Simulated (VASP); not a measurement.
Here is a VASP 6.6.1 calculation.

INCAR

```
ALGO     = Normal         # electronic algorithm
EDIFF    = 1E-6           # SCF threshold, eV
ENCUT    = 520            # plane-wave cutoff, eV
GGA      = PE             # functional
ISIF     = 2              # what is computed and relaxed
ISMEAR   = 0              # smearing method
IVDW     = 12             # dispersion correction
LASPH    = True           # aspherical terms in the spheres
LCHARG   = True           # write CHGCAR
LELF     = True           # ELF
LREAL    = False          # projectors in reciprocal space
LVHAR    = True         
LWAVE    = False          # write WAVECAR
NBANDS   = 33             # bands
NELM     = 60             # most SCF steps
PREC     = Accurate       # precision mode
SIGMA    = 0.1            # smearing width, eV
```

File KPOINTS:

```
k-points
0
Gamma
  6 6 6
```

POSCAR

```
GeSb2Te4
1.0
    2.1547300800      1.2440339900     13.8970814100
   -2.1547300800      1.2440339900     13.8970814100
    0.0000000000     -2.4880679800     13.8970814100
Ge Sb Te
1 2 4
Direct
    0.5704570000      0.5704570000      0.5704570000
    0.4265280000      0.4265280000      0.4265280000
    0.9979880000      0.9979880000      0.9979880000
    0.8697700000      0.8697700000      0.8697700000
    0.1341650000      0.1341650000      0.1341650000
    0.7113700000      0.7113700000      0.7113700000
    0.2897210000      0.2897210000      0.2897210000
```

Potentials or basis: VASP PAW PBE potentials, release 64 (Ge_d, Sb, Te).

Run with:

```console
$ cat potpaw_PBE.64/Ge_d/POTCAR potpaw_PBE.64/Sb/POTCAR potpaw_PBE.64/Te/POTCAR > POTCAR
$ mpirun -np 1 vasp_std > vasp.out
```

Task: What does it give for the band gap on the k mesh?

Result: 0.35 eV (least direct gap 0.42 eV).

Task: Predict the pressure.

Result: -1.8 GPa.

Task: What does it give for the largest force?

Result: 0.099 eV/Å.

Forces on the atoms (eV/Å):
```
Ge   0.000  0.000 -0.032
Sb   0.000  0.000  0.019
Sb   0.000  0.000 -0.044
Te   0.000  0.000 -0.031
Te   0.000  0.000 -0.024
Te   0.000  0.000  0.013
Te   0.000  0.000  0.099
```

Caveat: spin-orbit coupling is left out, which moves the levels of the heavy elements. A k mesh can miss the band edges.
